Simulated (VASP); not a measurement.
# AlO2 (P6_422) in VASP: notebook, part 2 of 2

VASP 6.6.1. Earlier steps stand in the parts before.

### Step 3. Single point, PBE

This run uses another cell than the first one, of 8.70 Å³/atom, 0.856 times its volume.

Input file INCAR:

```
SYSTEM = AlO2
PREC     = Accurate       ! precision mode
ENCUT    = 520            ! plane-wave cutoff, eV
EDIFF    = 1E-6           ! SCF threshold, eV
ISMEAR   = 0              ! smearing method
SIGMA    = 0.1            ! smearing width, eV
LREAL    = .False.        ! projectors in reciprocal space
LASPH    = .True.         ! aspherical terms in the spheres
NELM     = 80             ! most SCF steps
ALGO     = Normal         ! electronic algorithm
ISIF     = 2              ! what is computed and relaxed
LWAVE    = .False.        ! write WAVECAR
LCHARG   = .False.        ! write CHGCAR
GGA      = PE             ! functional
NBANDS   = 32             ! bands
```

Input file KPOINTS:

```
Automatic mesh
0
Gamma
  6 6 4
  0 0 0
```

Input file POSCAR:

```
AlO2
1.0
    4.0176070682      0.0000000000      0.0000000000
   -2.0088035341      3.4793497834      0.0000000000
    0.0000000000      0.0000000000      5.6007149250
Al O
3 6
Direct
    0.5000000000      0.0000000000      0.0000000000
    0.5000000000      0.5000000000      0.6666666667
    0.0000000000      0.5000000000      0.3333333333
    0.1626000000      0.3252000000      0.0000000000
    0.8374000000      0.1626000000      0.6666666667
    0.6748000000      0.8374000000      0.3333333333
    0.8374000000      0.6748000000      0.0000000000
    0.1626000000      0.8374000000      0.6666666667
    0.3252000000      0.1626000000      0.3333333333
```

Potentials or basis: VASP PAW PBE potentials, release 64 (Al, O).

On the command line:

```sh
> cat potpaw_PBE.64/Al/POTCAR potpaw_PBE.64/O/POTCAR > POTCAR
> mpirun -np 1 vasp_std > vasp.out
```

OUTCAR:

```text
SYSTEM = AlO2
   PREC = Accurate
   ENCUT = 520
   EDIFF = 1E-6
   ISMEAR = 0
   LREAL = .False.
   LASPH = .True.
   NELM = 80
   ISIF = 2
   GGA = PE

 ion  position               nearest neighbor table
   1  0.500  0.000  0.000-   6 2.21   9 2.21   8 2.21   5 2.21   4 2.31   7 2.31   7 2.31   4 2.31
                             4 2.35   7 2.35   2 2.74   2 2.74   3 2.74   3 2.74
   2  0.500  0.500  0.667-   4 2.21   7 2.21   6 2.21   9 2.21   5 2.31   8 2.31   8 2.31   5 2.31
                             8 2.35   5 2.35   1 2.74   1 2.74   3 2.74   3 2.74
   3  0.000  0.500  0.333-   4 2.21   7 2.21   5 2.21   8 2.21   9 2.31   6 2.31   9 2.31   6 2.31
                             6 2.35   9 2.35   1 2.74   1 2.74   2 2.74   2 2.74
   4  0.163  0.325  0.000-   3 2.21   2 2.21   1 2.31   1 2.31   1 2.35
   5  0.837  0.163  0.667-   1 2.21   3 2.21   2 2.31   2 2.31   2 2.35
   6  0.675  0.837  0.333-   1 2.21   2 2.21   3 2.31   3 2.31   3 2.35
   7  0.837  0.675  0.000-   3 2.21   2 2.21   1 2.31   1 2.31   1 2.35
   8  0.163  0.837  0.667-   1 2.21   3 2.21   2 2.31   2 2.31   2 2.35
   9  0.325  0.163  0.333-   1 2.21   2 2.21   3 2.31   3 2.31   3 2.35

  LATTYP: Found a hexagonal cell.
 ALAT       =     4.0176070682
 C/A-ratio  =     1.3940424810

  Lattice vectors:

 A1 = (   4.0176070682,   0.0000000000,   0.0000000000)
 A2 = (  -2.0088035341,   3.4793497834,   0.0000000000)
 A3 = (   0.0000000000,   0.0000000000,   5.6007149250)

Analysis of symmetry for initial positions (statically):
=====================================================================
 Subroutine PRICEL returns:
 Original cell was already a primitive cell.

 Routine SETGRP: Setting up the symmetry group for a
 hexagonal supercell.

 Subroutine GETGRP returns: Found 12 space group operations
 (whereof  4 operations were pure point group operations)
 out of a pool of 24 trial point group operations.

The static configuration has the point symmetry D_2 .
 The point group associated with its full space group is D_6 .

Analysis of symmetry for dynamics (positions and initial velocities):
=====================================================================
 Subroutine PRICEL returns:
 Original cell was already a primitive cell.

 Routine SETGRP: Setting up the symmetry group for a
 hexagonal supercell.

 Subroutine GETGRP returns: Found 12 space group operations
 (whereof  4 operations were pure point group operations)
 out of a pool of 24 trial point group operations.

The dynamic configuration has the point symmetry D_2 .
 The point group associated with its full space group is D_6 .

 Subroutine INISYM returns: Found 12 space group operations
 (whereof  4 operations are pure point group operations),
 and found     1 'primitive' translations

----------------------------------------------------------------------------------------

                                     Primitive cell

  volume of cell :      78.2905

  direct lattice vectors                    reciprocal lattice vectors
     4.017607068  0.000000000  0.000000000     0.248904381  0.143705011  0.000000000
    -2.008803534  3.479349783  0.000000000     0.000000000  0.287410023  0.000000000
[... 75 lines left out ...]
  0.333333  0.166667  0.500000     12.000000
  0.333333  0.333333  0.500000      2.000000
   k-points           NKPTS =     21   k-points in BZ     NKDIM =     21   number of bands    NBANDS=     32
   number of dos      NEDOS =    301   number of ions     NIONS =      9
   total plane-waves  NPLWV =  37800
   dimension x,y,z NGX =    30 NGY =   30 NGZ =   42
   dimension x,y,z NGXF=    60 NGYF=   60 NGZF=   84
   ions per type =               3   6
   NGX,Y,Z   is equivalent  to a cutoff of  12.41, 12.41, 12.47 a.u.
   NGXF,Y,Z  is equivalent  to a cutoff of  24.83, 24.83, 24.93 a.u.
 SYSTEM =  AlO2
   PREC   = accura    normal or accurate (medium, high low for compatibility)
   ISTART =      0    job   : 0-new  1-cont  2-samecut
   ICHARG =      2    charge: 1-file 2-atom 10-const
   ISPIN  =      1    spin polarized calculation?
   LNONCOLLINEAR =      F non collinear calculations
   LSORBIT =      F    spin-orbit coupling
   LASPH  =      T    aspherical Exc in radial PAW
   ENCUT  =  520.0 eV  38.22 Ry    6.18 a.u.   7.47  7.47 10.41*2*pi/ulx,y,z
   NELM   =     80;   NELMIN=  2; NELMDL= -5     # of ELM steps
   EDIFF  = 0.1E-05   stopping-criterion for ELM
   LREAL  =      F    real-space projection
   EDIFFG = 0.1E-04   stopping-criterion for IOM
   NSW    =      0    number of steps for IOM
   IBRION =     -1    ionic relax: 0-MD 1-quasi-New 2-CG
   NFREE  =      0    steps in history (QN), initial steepest desc. (CG)
   ISIF   =      2    stress and relaxation
   ISYM   =      2    0-nonsym 1-usesym 2-fastsym
   POTIM  = 0.5000    time-step for ionic-motion
   TEBEG  =    0.0;   TEEND  =   0.0 temperature during run
   PSTRESS=    0.0 pullay stress
   NELECT =      45.0000    total number of electrons
   NUPDOWN=      -1.0000    fix difference up-down
   EMIN   =  10.00;   EMAX   =-10.00  energy-range for DOS
   EFERMI =   0.00;   METHOD = LEGACY
   ISMEAR =     0;   SIGMA  =   0.10  broadening in eV -4-tet -1-fermi 0-gaus
   EFERMI_NEDOS =   21; number of points for ismear=-14 and -15
   IALGO  =     38    algorithm
   IMIX   =      4    mixing-type and parameters
     AMIX     =   0.40;   BMIX     =  1.00
     AMIX_MAG =   1.60;   BMIX_MAG =  1.00
  volume/ion in A,a.u.               =       8.70        58.70
  Fermi-wavevector in a.u.,A,eV,Ry     =   1.361160  2.572220 25.208301  1.852758
  Thomas-Fermi vector in A             =   2.487760
   LORBIT       =      0    0 simple, 1 ext, 2 COOP (PROOUT), +10 PAW based schemes
   GGA     = PE    functional components
   LHFCALC =     F    Hartree Fock is set to
   AEXX    =    0.0000 exact exchange contribution
   IVDW    =     0    specifies the selected vdW correction
   LEPSILON=     F    determine dielectric tensor
   LRPA    =     F    only Hartree local field effects (RPA)
 non-spin polarized calculation
 Gauss-broadening in eV      SIGMA  =   0.10
  energy-cutoff  :      520.00
  volume of cell :       78.29
 maximum number of plane-waves:      2144
 NGX is ok and might be reduce to    30
   NGX = 15   NGY = 15   NGZ = 21

 number of electron      44.9999981 magnetization

 Free energy of the ion-electron system (eV)
  ---------------------------------------------------
  ext. energy  EPLUGINS =         0.00000000
  ---------------------------------------------------
  free energy    TOTEN  =       -48.11408489 eV

  energy without entropy =      -48.10088444  energy(sigma->0) =      -48.10748466

 E-fermi :   7.3729     XC(G=0): -11.8913

 val. band max:        7.3411262468   @ k =   0.3333   0.3333   0.2500
 cond. band min:       7.3913124426   @ k =   0.1667   0.0000   0.2500
 fundamental gap:      0.0501861958
 Fermi energy:         7.3729270308

 k-point     1 :       0.0000    0.0000    0.0000
  band No.  band energies     occupation
      1     -13.3607      2.00000
      2     -11.0165      2.00000
      3     -11.0165      2.00000
      4      -9.4314      2.00000
      5      -9.4314      2.00000
      6      -8.4643      2.00000
[... 724 lines left out ...]
     31      17.1114      0.00000
     32      17.1114      0.00000

------------------------ aborting loop because EDIFF is reached ----------------------------------------

  FORCE on cell =-STRESS in cart. coord.  units (eV):
  Direction    XX          YY          ZZ          XY          YZ          ZX
  --------------------------------------------------------------------------------------
  -------------------------------------------------------------------------------------
  Total       -4.1054176     -4.1054176     -7.2635987      0.0000000      0.0000000      0.0000000
  in kB      -84.0154004    -84.0154004   -148.6460618      0.0000000      0.0000000      0.0000000
  external PRESSURE =    -105.5589542 kB  Pullay stress =       0.0000000 kB

 VOLUME and BASIS-vectors are now :
 -----------------------------------------------------------------------------
  energy-cutoff  :      520.00
  volume of cell :       78.29
      direct lattice vectors                 reciprocal lattice vectors
     4.017607068  0.000000000  0.000000000     0.248904381  0.143705011  0.000000000
    -2.008803534  3.479349783  0.000000000     0.000000000  0.287410023  0.000000000
     0.000000000  0.000000000  5.600714925     0.000000000  0.000000000  0.178548634

 POSITION                                       TOTAL-FORCE (eV/Angst)
 -----------------------------------------------------------------------------------
      2.00880      0.00000      0.00000         0.000000      0.000000     -0.000000
      1.00440      1.73967      3.73381        -0.000000      0.000000     -0.000000
     -1.00440      1.73967      1.86690         0.000000      0.000000     -0.000000
     -0.00000      1.13148      0.00000         0.000000      1.603510     -0.000000
      3.03771      0.56574      3.73381        -1.388680      0.801755     -0.000000
      1.02891      2.91361      1.86690        -1.388680     -0.801755      0.000000
      2.00880      2.34787      0.00000        -0.000000     -1.603510     -0.000000
     -1.02891      2.91361      3.73381         1.388680     -0.801755      0.000000
      0.97989      0.56574      1.86690         1.388680      0.801755     -0.000000
 -----------------------------------------------------------------------------------
    total drift:                                0.000000     -0.000000     -0.000001

  FREE ENERGIE OF THE ION-ELECTRON SYSTEM (eV)
  ---------------------------------------------------
  free  energy   TOTEN  =       -48.1140848919 eV

  energy  without entropy=      -48.1008844368  energy(sigma->0) =      -48.10748466
```

It took 24 s on 1 thread of AMD EPYC 9R45 (Zen 5), shared host; peak memory 0.16 GiB.

What came out:

```
Free energy   : -48.1141 eV
Pressure      : -10.6 GPa
Largest force : 1.604 eV/Å
```

Forces on the atoms (eV/Å):
```
Al   0.000  0.000  0.000
Al   0.000  0.000  0.000
Al   0.000  0.000  0.000
O    0.000  1.604  0.000
O   -1.389  0.802  0.000
O   -1.389 -0.802  0.000
O    0.000 -1.604  0.000
O    1.389 -0.802  0.000
O    1.389  0.802  0.000
```

Caveat: an odd number of electrons without spin polarisation forces a metal; a magnetic or distorted state may lie lower.

### Step 4. Single point, PBE

Input file INCAR:

```
SYSTEM = AlO2
ALGO = Normal ; EDIFF = 1E-6
ENCUT = 520 ; GGA = PE
ISIF = 2 ; ISMEAR = 0
LASPH = .TRUE. ; LCHARG = .FALSE.
LREAL = .FALSE. ; LWAVE = .FALSE.
NBANDS = 32 ; NELM = 80
PREC = Accurate ; SIGMA = 0.1
```

Input file KPOINTS:

```
k-points
0
G
  6 6 4
  0 0 0
```

Input file POSCAR:

```
AlO2
1.0
    6.0605863206      0.0000000000      0.0000000000
   -3.0302931603      5.2486217155      0.0000000000
    0.0000000000      0.0000000000      2.8754855600
Al O
3 6
Direct
    0.5000000000      0.0000000000      0.0000000000
    0.5000000000      0.5000000000      0.6666666667
    0.0000000000      0.5000000000      0.3333333333
    0.2124942324      0.4249884649      0.0000000000
    0.7875057676      0.2124942324      0.6666666667
    0.5750115351      0.7875057676      0.3333333333
    0.7875057676      0.5750115351      0.0000000000
    0.2124942324      0.7875057676      0.6666666667
    0.4249884649      0.2124942324      0.3333333333
```

On the command line:

```sh
> cat potpaw_PBE.64/Al/POTCAR potpaw_PBE.64/O/POTCAR > POTCAR
> mpirun -np 1 vasp_std > vasp.out
```

Run time: 35 s. Hardware: 1 thread of AMD EPYC 9R45 (Zen 5), shared host; peak memory 0.2 GiB.

Results (log left out):

```yaml
Free_energy: -57.0759 eV
Pressure: -0.1 GPa
Largest_force: 0.007 eV/Å
```

Forces in eV/Å, atoms in the order of the input:
```
Al   0.000  0.000  0.000
Al   0.000  0.000  0.000
Al   0.000  0.000  0.000
O    0.000  0.007  0.000
O   -0.006  0.004  0.000
O   -0.006 -0.004  0.000
O    0.000 -0.007  0.000
O    0.006 -0.004  0.000
O    0.006  0.004  0.000
```

Levels at points of the mesh, in eV from the Fermi level:
| k point | band 21 | band 22 | band 23 | band 24 | band 25 | band 26 |
| --- | --- | --- | --- | --- | --- | --- |
| (0.00, 0.00, 0.00) | -0.47 | 0.05 | 0.05 | 0.59 | 4.79 | 8.38 |
| (0.50, 0.00, 0.00) | -0.50 | -0.03 | 0.15 | 0.42 | 6.65 | 7.19 |
| (0.00, 0.00, 0.50) | -1.05 | -0.44 | -0.44 | 0.05 | 6.72 | 9.35 |
| (0.50, 0.00, 0.50) | -0.89 | -0.21 | -0.16 | 0.08 | 8.08 | 8.89 |

Caveat: the k points lie up to 0.55 Å⁻¹ apart; an odd number of electrons without spin polarisation forces a metal; a magnetic or distorted state may lie lower.

### Step 5. Summary

```tsv
cell	k mesh	gap on the mesh (eV)	pressure (GPa)	largest force (eV/Å)
a = 6.061, b = 6.061, c = 2.875 Å, angles 90.0, 90.0, 120.0°, 9 atoms	3 × 3 × 6	none	-0.2	-
a = 4.018, b = 4.018, c = 5.601 Å, angles 90.0, 90.0, 120.0°, 9 atoms	6 × 6 × 4	none	-10.6	1.60
a = 6.061, b = 6.061, c = 2.875 Å, angles 90.0, 90.0, 120.0°, 9 atoms	6 × 6 × 4	none	-0.1	0.01
```

Alike in all rows: task single point; level PBE; potentials or basis VASP PAW PBE potentials, release 64 (Al, O); no spin polarisation; cutoff (eV) 520; smearing gaussian 0.1 eV.

Caveats: some runs use coarse meshes; an odd number of electrons without spin polarisation forces a metal; a magnetic or distorted state may lie lower.

Total energies depend on the potentials used, so only differences within one code and one set of settings carry meaning.
